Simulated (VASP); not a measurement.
# Ba (Fm-3m) in VASP: notebook, part 2 of 2

VASP 6.6.1. The steps go on from the part before.

## Step 3: Single point, PBE+D4

The input, INCAR:

```
SYSTEM = Ba
ALGO     = Normal         ! electronic algorithm
EDIFF    = 1E-7           ! SCF threshold, eV
ENCUT    = 520            ! plane-wave cutoff, eV
GGA      = PE             ! functional
ISIF     = 2              ! what is computed and relaxed
ISMEAR   = -1             ! smearing method
IVDW     = 13             ! dispersion correction
LASPH    = .True.         ! aspherical terms in the spheres
LCHARG   = .False.        ! write CHGCAR
LREAL    = .False.        ! projectors in reciprocal space
LWAVE    = .False.        ! write WAVECAR
NBANDS   = 11             ! bands
NELM     = 60             ! most SCF steps
PREC     = Accurate       ! precision mode
SIGMA    = 0.1            ! smearing width, eV
```

The input, KPOINTS:

```
k-points
0
Gamma
  12 12 12
  0 0 0
```

The input, POSCAR:

```
Ba
1.0
    0.0000000000      3.2345508176      3.2345508176
    3.2345508176      0.0000000000      3.2345508176
    3.2345508176      3.2345508176      0.0000000000
Ba
1
Direct
    0.0000000000      0.0000000000      0.0000000000
```

Potentials or basis: VASP PAW PBE potentials, release 64 (Ba_sv).

Run with:

```sh
> cat potpaw_PBE.64/Ba_sv/POTCAR > POTCAR
> mpirun -np 1 vasp_std > vasp.out
```

OUTCAR:

```text
SYSTEM = Ba
   EDIFF = 1E-7
   ENCUT = 520
   GGA = PE
   ISIF = 2
   ISMEAR = -1
   IVDW = 13
   LASPH = .True.
   LREAL = .False.
   NELM = 60
   PREC = Accurate

 ion  position               nearest neighbor table
   1  0.000  0.000  0.000-

  LATTYP: Found a face centered cubic cell.
 ALAT       =     6.4691016352

  Lattice vectors:

 A1 = (   0.0000000000,   3.2345508176,   3.2345508176)
 A2 = (   3.2345508176,   0.0000000000,   3.2345508176)
 A3 = (   3.2345508176,   3.2345508176,   0.0000000000)

Analysis of symmetry for initial positions (statically):
=====================================================================
 Subroutine PRICEL returns:
 Original cell was already a primitive cell.

 Routine SETGRP: Setting up the symmetry group for a
 face centered cubic supercell.

 Subroutine GETGRP returns: Found 48 space group operations
 (whereof 48 operations were pure point group operations)
 out of a pool of 48 trial point group operations.

The static configuration has the point symmetry O_h .

Analysis of symmetry for dynamics (positions and initial velocities):
=====================================================================
 Subroutine PRICEL returns:
 Original cell was already a primitive cell.

 Routine SETGRP: Setting up the symmetry group for a
 face centered cubic supercell.

 Subroutine GETGRP returns: Found 48 space group operations
 (whereof 48 operations were pure point group operations)
 out of a pool of 48 trial point group operations.

The dynamic configuration has the point symmetry O_h .

 Subroutine INISYM returns: Found 48 space group operations
 (whereof 48 operations are pure point group operations),
 and found     1 'primitive' translations

----------------------------------------------------------------------------------------

                                     Primitive cell

  volume of cell :      67.6818

  direct lattice vectors                    reciprocal lattice vectors
[... 112 lines left out ...]
   AEXX    =    0.0000 exact exchange contribution
   IVDW    =    13    specifies the selected vdW correction
   LEPSILON=     F    determine dielectric tensor
   LRPA    =     F    only Hartree local field effects (RPA)
 non-spin polarized calculation
  energy-cutoff  :      520.00
  volume of cell :       67.68
 maximum number of plane-waves:      1853
 NGX is ok and might be reduce to    36
   NGX = 17   NGY = 17   NGZ = 17

 number of electron      10.0000000 magnetization

 Free energy of the ion-electron system (eV)
  ---------------------------------------------------
  ext. energy  EPLUGINS =         0.00000000
  ---------------------------------------------------
  free energy    TOTEN  =        -1.91514454 eV

  energy without entropy =       -1.85759129  energy(sigma->0) =       -1.88636791

 E-fermi :   1.4591     XC(G=0):  -7.1825

 val. band max:        1.4317628748   @ k =  -0.4167   0.5000   0.0833
 cond. band min:       1.4853941750   @ k =  -0.2500   0.4167   0.1667
 fundamental gap:      0.0536313002
 Fermi energy:         1.4591302201

 k-point     1 :       0.0000    0.0000    0.0000
  band No.  band energies     occupation
      1     -27.5687      2.00000
      2     -12.5584      2.00000
      3     -12.5584      2.00000
      4     -12.5584      2.00000
      5      -1.2963      2.00000
      6       3.1517      0.00000
      7       3.1517      0.00000
      8       3.1517      0.00000
      9       4.5906      0.00000
     10       4.5906      0.00000
     11       7.2838      0.00000
[... 309 lines left out ...]
 k-point    24 :      -0.4167    0.1667    0.0000
  band No.  band energies     occupation
      1     -27.5369      2.00000
      2     -12.8878      2.00000
      3     -12.6737      2.00000
      4     -12.6203      2.00000
      5       0.9136      1.99149
      6       1.9876      0.01009
      7       2.6511      0.00001
      8       3.3646      0.00000
      9       5.3590      0.00000
     10       5.9024      0.00000
     11       6.7460      0.00000

 [... further k-points ...]

------------------------ aborting loop because EDIFF is reached ----------------------------------------

  DFT-D4 for vdW energy calculation

  Edisp (eV):   -0.14802

  FORCE on cell =-STRESS in cart. coord.  units (eV):
  Direction    XX          YY          ZZ          XY          YZ          ZX
  --------------------------------------------------------------------------------------
  -------------------------------------------------------------------------------------
  Total      -0.29321    -0.29321    -0.29321     0.00000     0.00000     0.00000
  in kB      -6.94098    -6.94098    -6.94098     0.00000     0.00000     0.00000
  external pressure =       -6.94 kB  Pullay stress =        0.00 kB

 VOLUME and BASIS-vectors are now :
 -----------------------------------------------------------------------------
  energy-cutoff  :      520.00
  volume of cell :       67.68
      direct lattice vectors                 reciprocal lattice vectors
     0.000000000  3.234550818  3.234550818    -0.154580969  0.154580969  0.154580969
     3.234550818  0.000000000  3.234550818     0.154580969 -0.154580969  0.154580969
     3.234550818  3.234550818  0.000000000     0.154580969  0.154580969 -0.154580969

 POSITION                                       TOTAL-FORCE (eV/Angst)
 -----------------------------------------------------------------------------------
      0.00000      0.00000      0.00000         0.000000      0.000000     -0.000000
 -----------------------------------------------------------------------------------
    total drift:                               -0.000000      0.000000      0.000000

  FREE ENERGIE OF THE ION-ELECTRON SYSTEM (eV)
  ---------------------------------------------------
  free  energy   TOTEN  =        -2.0631617575 eV

  energy  without entropy=       -2.0056085070  energy(sigma->0) =       -2.03438513
```

stdout:

```text
POSCAR found type information on POSCAR Ba
 POSCAR found :  1 types and       1 ions
 scaLAPACK will be used
 LDA part: xc-table for (Slater+PW92), standard interpolation
 POSCAR, INCAR and KPOINTS ok, starting setup
 FFT: planning ... GRIDC
 FFT: planning ... GRID_SOFT
 FFT: planning ... GRID
 WAVECAR not read
 entering main loop
```

Run time: 16 s. Hardware: 1 thread of Intel Xeon 6975P-C (Granite Rapids), shared host; peak memory 0.22 GiB.

Results:

| Property | Result |
| --- | --- |
| Free energy | -2.0632 eV |
| Pressure | -0.7 GPa |
| Band gap on the k mesh | zero (bands 5 and 6 overlap by 0.22 eV) |
| Dispersion energy per atom | -0.148 eV |

Caveat: spin-orbit coupling is left out, which moves the levels of the heavy elements.

## Step 4: Single point, PBE (70.24 Å³/atom)

This run uses another cell than the first one, of 70.24 Å³/atom.

The input, INCAR:

```
SYSTEM = Ba
PREC = Accurate
ENCUT = 520
EDIFF = 1E-7
ISMEAR = 0
SIGMA = 0.1
LREAL = .FALSE.
LASPH = .TRUE.
NELM = 80
ALGO = Normal
ISIF = 2
LWAVE = .FALSE.
LCHARG = .FALSE.
GGA = PE
NBANDS = 11
```

The input, KPOINTS:

```
Automatic mesh
0
G
  12 12 12
  0 0 0
```

The input, POSCAR:

```
Ba
1.0
    0.0000000000      3.2747356820      3.2747356820
    3.2747356820      0.0000000000      3.2747356820
    3.2747356820      3.2747356820      0.0000000000
Ba
1
Direct
    0.0000000000      0.0000000000      0.0000000000
```

Run with:

```sh
> cat potpaw_PBE.64/Ba_sv/POTCAR > POTCAR
> mpirun -np 1 vasp_std > vasp.out
```

Run time: 16 s. Hardware: 1 thread of Intel Xeon 6975P-C (Granite Rapids), shared host; peak memory 0.22 GiB.

It converged, with:

- Free energy: -1.8828 eV
- Pressure: -0.6 GPa
- Band gap on the k mesh: zero (bands 5 and 6 overlap by 0.18 eV)

Levels at points of the mesh, in eV from the Fermi level:
```
           k point  band 3  band 4  band 5  band 6  band 7  band 8
(0.00, 0.00, 0.00)  -14.14  -14.14   -2.76    1.62    1.62    1.62
(0.50, 0.00, 0.00)  -14.18  -14.18   -0.96    0.74    1.49    1.49
(0.50, 0.50, 0.00)  -14.25  -14.25   -0.74   -0.12    1.64    4.04
```

Caveat: spin-orbit coupling is left out, which moves the levels of the heavy elements.

## Step 5: Summary

```csv
level,cell,smearing,gap on the mesh (eV),pressure (GPa)
PBE,"a = 4.574 Å, angles 60.0°, 1 atom",gaussian 0.1 eV,none,-0.4
PBE+D4,"a = 4.574 Å, angles 60.0°, 1 atom",fermi-dirac 0.1 eV,none,-0.7
PBE,"a = 4.631 Å, angles 60.0°, 1 atom",gaussian 0.1 eV,none,-0.6
```

Alike in all rows: task single point; potentials or basis VASP PAW PBE potentials, release 64 (Ba_sv); no spin polarisation; k mesh 12 × 12 × 12; cutoff (eV) 520.

Caveats: spin-orbit coupling is left out, which moves the levels of the heavy elements.

Absolute energies hang on the potentials; compare differences alone.
